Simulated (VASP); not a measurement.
Zn, 1 atom in the cell. The structure is cubic, space group Im-3m (No. 229). Conventional cell: a = 3.048 Å, b = 3.048 Å, c = 3.048 Å, α = 90.00°, β = 90.00°, γ = 90.00°. Zn (site symmetry m-3m) has 14 Zn at 2.64 to 3.05 Å within 3.5 Å. 

```yaml
Program: VASP 6.6.1
Task: single point
Functional: PBE
Potentials_or_basis: VASP PAW PBE potentials, release 64 (Zn)
Cutoff: 520 eV
k_mesh: 18 × 18 × 18
Occupations: fermi-dirac, width 0.1 eV
Spin: no spin polarisation
Dipole_correction: no
Further_INCAR_settings: ALGO = Normal; EDIFF = 1e-07; NBANDS = 12
```

Potentials or basis: VASP PAW PBE potentials, release 64 (Zn).

Command:

```sh
$ cat potpaw_PBE.64/Zn/POTCAR > POTCAR
$ mpirun -np 1 vasp_std > vasp.out
```

Hardware: 1 thread of Intel(R) Xeon(R) 6975P-C (Granite Rapids) (shared host).

Estimate the wall time of this run.

Run time: 14 s on 1 thread of Intel(R) Xeon(R) 6975P-C (Granite Rapids), on a shared host, peak memory 0.14 GiB. Counts: scf iterations 12, k points 195.
